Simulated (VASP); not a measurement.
The system is NiO2.

```
Ni O
1.0
     2.78453    0.00000    0.00000
    -1.39226    2.41147    0.00000
     0.00000    0.00000    4.87891
Ni O
1 2
Direct
  0.00000 0.00000 0.50000
  0.66667 0.33333 0.69121
  0.33333 0.66667 0.30879
```

Base run:

- Program: VASP 6.6.1
- Functional: PBEsol
- Potentials or basis: VASP PAW PBE potentials, release 64 (Ni, O)
- Cutoff: 520 eV
- k mesh: 12 × 12 × 6
- Occupations: gaussian, width 0.05 eV
- Spin: no spin polarisation

Its results: band gap on the k mesh 1.02 eV, indirect (least direct gap 1.25 eV); pressure 0.7 GPa; largest force 0.067 eV/Å.

Problem. The run is repeated on the same cell with these changes: potentials or basis from VASP PAW PBE potentials, release 64 (Ni, O) to VASP PAW PBE potentials, release 64 (Ni_sv_GW, O); cutoff from 520 eV to 600 eV; further incar settings from ALGO = Normal; EDIFF = 1e-06; NBANDS = 18 to ALGO = Normal; EDIFF = 1e-06; NBANDS = 22; valence electrons from 22 to 30. What comes out?

Solution. Band gap on the k mesh 1.03 eV, indirect (least direct gap 1.27 eV); pressure -1.0 GPa; largest force 0.040 eV/Å.

Caveats: the PAW data sets were made with another functional, which shifts forces and pressure a little.

A k mesh can miss the band edges.
